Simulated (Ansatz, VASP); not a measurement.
# Ta4W: VASP beside Ansatz

File INCAR:

```
  PREC = Accurate
  ENCUT = 520
  EDIFF = 1E-6
  ISMEAR = -1
  SIGMA = 0.08
  LREAL = False
  LASPH = True
  NELM = 60
  ALGO = Normal
  ISIF = 2
  LWAVE = False
  LCHARG = False
  LDIPOL = True
  IDIPOL = 3
  DIPOL = 0.5 0.5 0.500
  GGA = PE
  NBANDS = 37
```

Contents of KPOINTS:

```
Automatic mesh
0
Gamma
  12 12 1
```

POSCAR

```
Ta4W
1.0
    3.3195547167      0.0000000000      0.0000000000
    0.0000000000      3.3195547167      0.0000000000
    0.0000000000      0.0000000000     22.6391000000
Ta W
4 1
Direct
    0.0000000000      0.0000000000      0.3620236451
    0.5000000000      0.5000000000      0.4256082500
    0.5000000000      0.5000000000      0.5743917566
    0.0000000000      0.0000000000      0.6379763715
    0.0000000000      0.0000000000      0.4999999768
```

Input for Ansatz:

```yaml
crystal:
  lattice:
    - [3.3195547167, 0.0, 0.0]
    - [0.0, 3.3195547167, 0.0]
    - [0.0, 0.0, 22.6391]
  atoms:
    - { symbol: Ta, position: [0.0, 0.0, 0.3620236451] }
    - { symbol: Ta, position: [0.5, 0.5, 0.42560825] }
    - { symbol: W, position: [0.0, 0.0, 0.4999999768] }
    - { symbol: Ta, position: [0.5, 0.5, 0.5743917566] }
    - { symbol: Ta, position: [0.0, 0.0, 0.6379763715] }
kpoints:
  mp_grid: { grid: [12, 12, 1] }
scf:
  occupations: { method: fermi_dirac, width: 0.08 }
hamiltonian:
  xc: pbe
  pseudopotentials: { kind: paw }
output:
  forces: true
  stress: true
  eigenvalues: true
efield:
  axis: 3
  amplitude: 0
  dipole_correction: true
```

Alike in both runs: task single point; functional PBE; k mesh 12 × 12 × 1; occupations fermi-dirac, width 0.08 eV; no spin polarisation.

|  | VASP | Ansatz |
| --- | --- | --- |
| version | VASP 6.6.1 | Ansatz 0.2.0 |
| potentials or method | VASP PAW PBE potentials, release 64 (Ta_pv, W_sv) | PAW with Ansatz's default frozen-core files, scalar-relativistic |
| plane-wave cutoff (eV) | 520 | 420 |
| valence electrons in the cell | 58 | 66 |

|  | VASP | Ansatz | Ansatz less VASP |
| --- | --- | --- | --- |
| rms of the force components (eV/Å) | 0.421 | 0.424 | +0.0036 |

VASP's potentials hold 58 valence electrons a cell and Ansatz's 66, so a difference there can come from the potentials and not from the codes.

Spin-orbit coupling is off throughout.
